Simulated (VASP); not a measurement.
Crystal: Te3Pd.

```
Te Pd
1.0
     4.79687    0.00000    0.00000
     0.00000    4.79687    0.00000
     0.00000    0.00000    4.79687
Te Pd
3 1
Direct
  0.00000 0.50000 0.50000
  0.50000 0.00000 0.50000
  0.50000 0.50000 0.00000
  0.00000 0.00000 0.00000
```

- Program: VASP 6.6.1
- Task: relaxation of cell and atoms
- Functional: PBE
- Potentials or basis: VASP PAW PBE potentials, release 64 (Te, Pd)
- Cutoff: 600 eV
- k mesh: 10 × 10 × 10
- Occupations: gaussian, width 0.1 eV
- Spin: no spin polarisation

At the start: pressure -4.2 GPa; volume 27.59 Å³/atom.

Where does the relaxation end?

Over 3 steps the energy falls by 33.0 meV/atom and the volume is 25.29 Å³/atom (-8.4 %); space group Pm-3m (No. 221, to 0.05 Å).

The path:
| step | energy change (eV) | largest force (eV/Å) | pressure (GPa) | volume (Å³) |
| --- | --- | --- | --- | --- |
| 1 | 0.0000 | 0.0000 | -4.23 | 110.38 |
| 2 | -0.1243 | 0.0000 | 1.24 | 99.15 |
| 3 | -0.1319 | 0.0000 | 0.02 | 101.14 |

Final structure:
```
Te Pd
1.0
     4.65918    0.00000    0.00000
     0.00000    4.65918    0.00000
     0.00000    0.00000    4.65918
Te Pd
3 1
Cartesian
  0.0000 2.3296 2.3296
  2.3296 0.0000 2.3296
  2.3296 2.3296 0.0000
  0.0000 0.0000 0.0000
```
